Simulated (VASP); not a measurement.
Set up this calculation in VASP 6.6.1, as the native input.

```yaml
Task: single point
Functional: PBE
Potentials_or_basis: VASP PAW PBE potentials, release 64 (Li_sv)
Cutoff: 520 eV
k_mesh: 2 × 2 × 2
Occupations: fermi-dirac, width 0.16 eV
Spin: no spin polarisation
Dipole_correction: no
Further_INCAR_settings: LREAL = Auto; ALGO = Normal; EDIFF = 1e-07; NBANDS = 38
```

The structure of Li lies in POSCAR:

```
Li
1.0
    7.3128730000      0.0000000000      0.0000000000
    0.0000000000      7.3128730000      0.0000000000
    0.0000000000      0.0000000000      7.3128730000
Li
16
Direct
    0.0400389833      0.0231783049     -0.0304668220
    0.5062989608      0.1092046860     -0.0351708556
   -0.0132779552      0.4479498003     -0.0265832594
   -0.0884604450     -0.0230825833      0.4251543819
    0.2013982740      0.1788216478      0.2281456276
    0.4481822671      0.5018410685      0.1347760313
    0.6069433997     -0.0172162158      0.4063245731
    0.7746066423      0.2550570754      0.1836487520
    0.0416935998      0.4803994271      0.4366273009
    0.3001146061      0.7995489598      0.2714528203
    0.3251252962      0.2937559561      0.7400784890
    0.5456542183      0.4950995320      0.4922142091
    0.7760561410      0.6906314386      0.2005231049
    0.7756048820      0.2392219857      0.7160797131
    0.2715758909      0.7546281742      0.8084100462
    0.8370991811      0.6838488785      0.7043333038
```

The input as run:

INCAR

```
  PREC = Accurate
  ENCUT = 520
  EDIFF = 1E-7
  ISMEAR = -1
  SIGMA = 0.16
  LREAL = Auto
  LASPH = T
  NELM = 60
  ALGO = Normal
  ISIF = 2
  LWAVE = F
  LCHARG = F
  GGA = PE
  NBANDS = 38
```

KPOINTS

```
regular mesh
0
Gamma
  2 2 2
```

Potentials or basis: VASP PAW PBE potentials, release 64 (Li_sv).

The run is started by

```sh
$ cat potpaw_PBE.64/Li_sv/POTCAR > POTCAR
$ mpirun -np 1 vasp_std > vasp.out
```

It gave:

```yaml
Largest_force: 1.232 eV/Å
Band_gap_on_the_k_mesh: zero (bands 24 and 25 overlap by 0.64 eV)
```

Caveat: the k points lie up to 0.43 Å⁻¹ apart, too coarse for converged energies and pressures of a metal; forces of over 1 eV/Å act on the atoms, so gaps and moduli don't describe the material at rest.

It took 2.4 min on 1 thread of Intel(R) Xeon(R) Platinum 8488C (Sapphire Rapids) (shared host), peak memory 0.37 GiB.
